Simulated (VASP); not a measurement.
Runs of VASP 6.6.1 on Pb2O. The structure is that of space group Pn-3m (No. 224), or close to it. The cells are those of the table. 

```csv
task,cell,cutoff (eV),gap on the mesh (eV),pressure (GPa)
single point,"a = 5.377 Å, 6 atoms",520,none,(a)
single point,"a = 4.796 Å, 6 atoms",520,none,40.1
single point,"a = 4.991 Å, 6 atoms",520,none,20.1
relaxation of cell and atoms,"relaxed to 20 GPa from a = 5.380 Å, 6 atoms",600,none,20.1
relaxation of cell and atoms,"relaxed to 10 GPa from a = 5.380 Å, 6 atoms",600,none,9.8
```

Alike in all rows: level PBEsol; potentials or basis VASP PAW PBE potentials, release 64 (Pb_d, O); no spin polarisation; k mesh 4 × 4 × 4; smearing fermi-dirac 0.15 eV.

Fill in the values left out.

(a) 0.0.

Caveats: the PAW data sets were made with another functional, which shifts forces and pressure a little; spin-orbit coupling is left out, which moves the levels of the heavy elements; semilocal functionals underestimate gaps, and a narrow one can read as zero (at least some runs); the cell stands under pressure (at least some runs); the cell is relaxed towards a set pressure, so the run minimises the enthalpy, not the energy (at least some runs).

A k mesh can miss the band edges, and the runs leave out spin-orbit coupling on Pb.

A gap of «none» marks levels without a gap at the run's occupations.
